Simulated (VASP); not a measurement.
# WSe (F-43m) in VASP: settings compared

The runs below take WSe through single point, with PBEsol, r2SCAN.

Everything below comes from runs of VASP 6.6.1. Logs are shortened: lines on timing, memory, paths and dates and some standing lists are left out, and cuts for length are marked.

**1. The cell of the first run**

The structure is cubic, space group F-43m (No. 216). Conventional cell: a = 5.585 Å, b = 5.585 Å, c = 5.585 Å, α = 90.00°, β = 90.00°, γ = 90.00°. Within 3.2 Å of W (site symmetry -43m) lie 4 Se at 2.42 Å. Se (site symmetry -43m) has 4 W at 2.42 Å within 3.2 Å.

**2. Single point, PBEsol, collinear spin**

The input, INCAR:

```
PREC     = Accurate       # precision mode
ENCUT    = 520            # plane-wave cutoff, eV
EDIFF    = 1E-7           # SCF threshold, eV
ISMEAR   = 0              # smearing method
SIGMA    = 0.1            # smearing width, eV
LREAL    = F              # projectors in reciprocal space
LASPH    = T              # aspherical terms in the spheres
NELM     = 150            # most SCF steps
ALGO     = Normal         # electronic algorithm
ISIF     = 2              # what is computed and relaxed
LWAVE    = F              # write WAVECAR
LCHARG   = F              # write CHGCAR
ISPIN    = 2              # spin polarisation
MAGMOM   = 1 -1 0 0       # initial moments
LORBIT   = 11             # projections on sites
LMAXMIX  = 4              # l up to which the mixer works
GGA      = PS             # functional
NBANDS   = 32             # bands
```

The input, KPOINTS:

```
regular mesh
0
Gamma
  14 14 7
```

The input, POSCAR:

```
WSe
1.0
    0.0000000000      2.7923343792      2.7923343792
    2.7923343792      0.0000000000      2.7923343792
    5.5846687584      5.5846687584      0.0000000000
W Se
2 2
Direct
    1.0000000000      1.0000000000      1.0000000000
    1.0000000000      1.0000000000      0.5000000000
    0.2500000000      0.2500000000      0.1250000000
    0.2500000000      0.2500000000      0.6250000000
```

Potentials or basis: VASP PAW PBE potentials, release 64 (W_sv, Se).

The run is started by

```bash
$ cat potpaw_PBE.64/W_sv/POTCAR potpaw_PBE.64/Se/POTCAR > POTCAR
$ mpirun -np 1 vasp_std > vasp.out
```

OUTCAR:

```text
PREC = Accurate
   ENCUT = 520
   EDIFF = 1E-7
   ISMEAR = 0
   LREAL = F
   LASPH = T
   NELM = 150
   ISIF = 2
   ISPIN = 2
   LORBIT = 11
   GGA = PS

 ion  position               nearest neighbor table
   1  0.000  0.000  0.000-   3 2.42   4 2.42   3 2.42   3 2.42
   2  0.000  0.000  0.500-   3 2.42   4 2.42   4 2.42   4 2.42
   3  0.250  0.250  0.125-   1 2.42   1 2.42   1 2.42   2 2.42
   4  0.250  0.250  0.625-   2 2.42   2 2.42   1 2.42   2 2.42

  LATTYP: Found a trigonal (rhomboedric) cell.
 ALAT       =     6.8397944203
 COS(alpha) =     0.8333333333

  Lattice vectors:

 A1 = (   5.5846687584,   2.7923343792,  -2.7923343792)
 A2 = (   2.7923343792,   2.7923343792,  -5.5846687584)
 A3 = (   2.7923343792,   5.5846687584,  -2.7923343792)

Analysis of symmetry for initial positions (statically):
=====================================================================
 Subroutine PRICEL returns following result:

  LATTYP: Found a face centered cubic cell.
 ALAT       =     5.5846687584
[... 12 lines left out ...]
 Subroutine GETGRP returns: Found  6 space group operations
 (whereof  6 operations were pure point group operations)
 out of a pool of 12 trial point group operations.

The static configuration has the point symmetry C_3v.

Analysis of symmetry for dynamics (positions and initial velocities):
=====================================================================
 Subroutine PRICEL returns following result:

  LATTYP: Found a face centered cubic cell.
 ALAT       =     5.5846687584
[... 12 lines left out ...]
 Subroutine GETGRP returns: Found  6 space group operations
 (whereof  6 operations were pure point group operations)
 out of a pool of 12 trial point group operations.

The dynamic configuration has the point symmetry C_3v.

Analysis of structural, dynamic, and magnetic symmetry:
=====================================================================
 Subroutine PRICEL returns following result:

  LATTYP: Found a face centered cubic cell.
 ALAT       =     5.5846687584
[... 12 lines left out ...]
 Subroutine GETGRP returns: Found  6 space group operations
 (whereof  6 operations were pure point group operations)
 out of a pool of 12 trial point group operations.

The overall configuration has the point symmetry C_3v.

 Subroutine INISYM returns: Found  6 space group operations
 (whereof  6 operations are pure point group operations),
 and found     2 'primitive' translations

----------------------------------------------------------------------------------------

                                     Primitive cell

  volume of cell :      43.5444

  direct lattice vectors                    reciprocal lattice vectors
     0.000000000  2.792334379  2.792334379    -0.179061650  0.179061650  0.179061650
     2.792334379  0.000000000  2.792334379     0.179061650 -0.179061650  0.179061650
     2.792334379  2.792334379  0.000000000     0.179061650  0.179061650 -0.179061650

  length of vectors
     3.948957150  3.948957150  3.948957150     0.310143875  0.310143875  0.310143875

  position of ions in fractional coordinates (direct lattice)
     0.000000000  0.000000000  0.000000000
     0.250000000  0.250000000  0.250000000

  ion indices of the primitive-cell ions
   primitive index   ion index
                 1           1
                 2           3

----------------------------------------------------------------------------------------

 KPOINTS: regular mesh

Automatic generation of k-mesh.
 Grid dimensions read from file:
 generate k-points for:   14   14    7

 Generating k-lattice:

  Cartesian coordinates                     Fractional coordinates (reciprocal lattice)
    -0.012790118  0.012790118  0.012790118     0.071428571  0.000000000  0.000000000
     0.012790118 -0.012790118  0.012790118     0.000000000  0.071428571  0.000000000
     0.012790118  0.012790118 -0.012790118     0.000000000  0.000000000  0.142857143

  Length of vectors
     0.022153134  0.022153134  0.022153134

  Shift w.r.t. Gamma in fractional coordinates (k-lattice)
     0.000000000  0.000000000  0.000000000

 -----------------------------------------------------------------------------
|                                                                             |
|           W    W    AA    RRRRR   N    N  II  N    N   GGGG   !!!           |
|           W    W   A  A   R    R  NN   N  II  NN   N  G    G  !!!           |
|           W    W  A    A  R    R  N N  N  II  N N  N  G       !!!           |
|           W WW W  AAAAAA  RRRRR   N  N N  II  N  N N  G  GGG   !            |
|           WW  WW  A    A  R   R   N   NN  II  N   NN  G    G                |
|           W    W  A    A  R    R  N    N  II  N    N   GGGG   !!!           |
|                                                                             |
|     Your reciprocal lattice and k-lattice belong to different lattice       |
|     classes:                                                                |
|                                                                             |
|        The reciprocal lattice is rhombohedral (trigonal),                   |
|        whereas your k-lattice is body-centered cubic.                       |
|                                                                             |
|     Results are often still useful ...                                      |
|                                                                             |
 -----------------------------------------------------------------------------

 Subroutine IBZKPT returns following result:
 ===========================================

 Found    144 irreducible k-points:

 Following reciprocal coordinates:
            Coordinates               Weight
  0.000000  0.000000  0.000000      1.000000
  0.071429  0.000000  0.000000      6.000000
  0.142857  0.000000  0.000000      6.000000
  0.214286  0.000000  0.000000      6.000000
  0.285714  0.000000  0.000000      6.000000
  0.357143  0.000000  0.000000      6.000000
[... 16 lines left out ...]
  0.214286  0.142857  0.000000     12.000000
  0.285714  0.142857  0.000000     12.000000
 [... further k-points ...]
   k-points           NKPTS =    144   k-points in BZ     NKDIM =    144   number of bands    NBANDS=     32
   number of dos      NEDOS =    301   number of ions     NIONS =      4
   total plane-waves  NPLWV =  54000
   dimension x,y,z NGX =    30 NGY =   30 NGZ =   60
   dimension x,y,z NGXF=    60 NGYF=   60 NGZF=  120
   ions per type =               2   2
   NGX,Y,Z   is equivalent  to a cutoff of  12.63, 12.63, 12.63 a.u.
   NGXF,Y,Z  is equivalent  to a cutoff of  25.26, 25.26, 25.26 a.u.
 SYSTEM =  unknown system
   PREC   = accura    normal or accurate (medium, high low for compatibility)
   ISTART =      0    job   : 0-new  1-cont  2-samecut
   ICHARG =      2    charge: 1-file 2-atom 10-const
   ISPIN  =      2    spin polarized calculation?
   LNONCOLLINEAR =      F non collinear calculations
   LSORBIT =      F    spin-orbit coupling
   LASPH  =      T    aspherical Exc in radial PAW
   ENCUT  =  520.0 eV  38.22 Ry    6.18 a.u.   7.34  7.34 14.68*2*pi/ulx,y,z
   NELM   =    150;   NELMIN=  2; NELMDL= -5     # of ELM steps
   EDIFF  = 0.1E-06   stopping-criterion for ELM
   LREAL  =      F    real-space projection
   EDIFFG = 0.1E-05   stopping-criterion for IOM
   NSW    =      0    number of steps for IOM
   IBRION =     -1    ionic relax: 0-MD 1-quasi-New 2-CG
   NFREE  =      0    steps in history (QN), initial steepest desc. (CG)
   ISIF   =      2    stress and relaxation
   ISYM   =      2    0-nonsym 1-usesym 2-fastsym
   POTIM  = 0.5000    time-step for ionic-motion
   TEBEG  =    0.0;   TEEND  =   0.0 temperature during run
   PSTRESS=    0.0 pullay stress
   NELECT =      40.0000    total number of electrons
   NUPDOWN=      -1.0000    fix difference up-down
   EMIN   =  10.00;   EMAX   =-10.00  energy-range for DOS
   EFERMI =   0.00;   METHOD = LEGACY
   ISMEAR =     0;   SIGMA  =   0.10  broadening in eV -4-tet -1-fermi 0-gaus
   EFERMI_NEDOS =   21; number of points for ismear=-14 and -15
   IALGO  =     38    algorithm
   IMIX   =      4    mixing-type and parameters
     AMIX     =   0.40;   BMIX     =  1.00
     AMIX_MAG =   1.60;   BMIX_MAG =  1.00
  volume/ion in A,a.u.               =      21.77       146.93
  Fermi-wavevector in a.u.,A,eV,Ry     =   1.263109  2.386929 21.707329  1.595444
  Thomas-Fermi vector in A             =   2.396483
   LORBIT       =     11    0 simple, 1 ext, 2 COOP (PROOUT), +10 PAW based schemes
   GGA     = PS    functional components
   LHFCALC =     F    Hartree Fock is set to
   AEXX    =    0.0000 exact exchange contribution
   IVDW    =     0    specifies the selected vdW correction
   LEPSILON=     F    determine dielectric tensor
   LRPA    =     F    only Hartree local field effects (RPA)
 spin polarized calculation
 Gauss-broadening in eV      SIGMA  =   0.10
  energy-cutoff  :      520.00
  volume of cell :       87.09
 maximum number of plane-waves:      2385
 NGX is ok and might be reduce to    30
   NGX = 15   NGY = 15   NGZ = 29

 number of electron      40.0000000 magnetization      -0.0000000

 number of electron      40.0000000 magnetization       0.0000000

 Free energy of the ion-electron system (eV)
  ---------------------------------------------------
  ext. energy  EPLUGINS =         0.00000000
  ---------------------------------------------------
  free energy    TOTEN  =       -31.16035775 eV

  energy without entropy =      -31.13254499  energy(sigma->0) =      -31.14645137

 E-fermi :   6.3471     XC(G=0): -10.8199

 val. band max:        6.3415475094   @ k =   0.0714   0.0714   0.0000
 cond. band min:       6.3543882605   @ k =   0.4286   0.0000   0.0000
 fundamental gap:      0.0128407511
 Fermi energy:         6.3470943839

 spin component 1

 k-point     1 :       0.0000    0.0000    0.0000
  band No.  band energies     occupation
      1     -67.5644      1.00000
      2     -67.5632      1.00000
      3     -31.9096      1.00000
      4     -31.8619      1.00000
      5     -31.8619      1.00000
      6     -31.8535      1.00000
[... 829 lines left out ...]
     31      14.1433      0.00000
     32      14.2243      0.00000

 [... further k-points ...]

 spin component 2

 k-point     1 :       0.0000    0.0000    0.0000
  band No.  band energies     occupation
      1     -67.5644      1.00000
      2     -67.5632      1.00000
      3     -31.9096      1.00000
      4     -31.8619      1.00000
      5     -31.8619      1.00000
      6     -31.8535      1.00000
[... 829 lines left out ...]
     31      14.1433      0.00000
     32      14.2243      0.00000

 [... further k-points ...]

------------------------ aborting loop because EDIFF is reached ----------------------------------------

  FORCE on cell =-STRESS in cart. coord.  units (eV):
  Direction    XX          YY          ZZ          XY          YZ          ZX
  --------------------------------------------------------------------------------------
  -------------------------------------------------------------------------------------
  Total        0.2154286      0.2154286      0.2154286      0.0001156     -0.0001156     -0.0001156
  in kB        3.9632511      3.9632511      3.9632511      0.0021269     -0.0021269     -0.0021269
  external PRESSURE =       3.9632511 kB  Pullay stress =       0.0000000 kB

 VOLUME and BASIS-vectors are now :
 -----------------------------------------------------------------------------
  energy-cutoff  :      520.00
  volume of cell :       87.09
      direct lattice vectors                 reciprocal lattice vectors
     0.000000000  2.792334379  2.792334379    -0.179061650  0.179061650  0.179061650
     2.792334379  0.000000000  2.792334379     0.179061650 -0.179061650  0.179061650
     5.584668758  5.584668758  0.000000000     0.089530825  0.089530825 -0.089530825

 POSITION                                       TOTAL-FORCE (eV/Angst)
 -----------------------------------------------------------------------------------
      0.00000      0.00000      0.00000         0.000005      0.000005     -0.000005
      2.79233      2.79233      0.00000         0.000005      0.000005     -0.000005
      1.39617      1.39617      1.39617        -0.000005     -0.000005      0.000005
      4.18850      4.18850      1.39617        -0.000005     -0.000005      0.000005
 -----------------------------------------------------------------------------------
    total drift:                                0.000001      0.000001      0.000000

  FREE ENERGIE OF THE ION-ELECTRON SYSTEM (eV)
  ---------------------------------------------------
  free  energy   TOTEN  =       -31.1603577511 eV

  energy  without entropy=      -31.1325449873  energy(sigma->0) =      -31.14645137

 total charge

# of ion       s       p       d       tot
------------------------------------------
    1        2.319   6.174   3.602  12.095
    2        2.319   6.174   3.602  12.095
    3        1.418   2.433   0.183   4.035
    4        1.418   2.433   0.183   4.035
--------------------------------------------------
tot          7.475  17.214   7.569  32.259

 magnetization (x)

# of ion       s       p       d       tot
------------------------------------------
    1       -0.000  -0.000  -0.000  -0.000
    2        0.000   0.000   0.000   0.000
    3        0.000   0.000  -0.000   0.000
    4       -0.000  -0.000   0.000  -0.000
--------------------------------------------------
tot          0.000   0.000   0.000   0.000
```

Run time: 21 min. Hardware: 1 thread of Oxide Virtual Turin-like, shared host; peak memory 0.64 GiB.

What came out:

```
Free energy                                           : -31.1604 eV
Pressure                                              : 0.4 GPa
Band gap on the k mesh                                : zero (filled and empty bands overlap)
Net moment                                            : 0.00 μB per cell
Valence electrons inside the program's atomic spheres : W 12.10; Se 4.04
```

Caveat: the PAW data sets were made with another functional, which shifts forces and pressure a little; spin-orbit coupling is left out, which moves the levels of the heavy elements.

(Continued in part 2 of 2.)
